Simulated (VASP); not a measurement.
Here is a VASP 6.6.1 calculation.

File INCAR:

```
SYSTEM = Li
ALGO = Normal
EDIFF = 1E-8
ENCUT = 520
GGA = PS
ISIF = 2
ISMEAR = -1
LASPH = .True.
LCHARG = .False.
LEFG = .True.
LREAL = .False.
LWAVE = .False.
NBANDS = 12
NELM = 60
PREC = Accurate
SIGMA = 0.05
```

File KPOINTS:

```
k-points
0
Gamma
  12 12 12
  0 0 0
```

The input POSCAR:

```
Li
1.0
    1.5039839967      0.8683255653      7.5883000000
   -1.5039839967      0.8683255653      7.5883000000
    0.0000000000     -1.7366511308      7.5883000000
Li
3
Direct
    0.0000000000      0.0000000000      0.0000000000
    0.2220000000      0.2220000000      0.2220000000
    0.7780000000      0.7780000000      0.7780000000
```

Potentials or basis: VASP PAW PBE potentials, release 64 (Li_sv).

Run with:

```bash
$ cat potpaw_PBE.64/Li_sv/POTCAR > POTCAR
$ mpirun -np 1 vasp_std > vasp.out
```

**Question.** What does it give for the largest force?

**Answer.** 0.010 eV/Å.

Forces on the atoms (eV/Å):
```
Li   0.000  0.000  0.000
Li   0.000  0.000  0.010
Li   0.000  0.000 -0.010
```

Caveat: the cell differs from its parent crystal (equal xx and yy strain of -3 %); without QUAD_EFG the Cq values of the log hold for a quadrupole moment of 1 mb, not for the nuclei; the PAW data sets were made with another functional, which shifts forces and pressure a little.
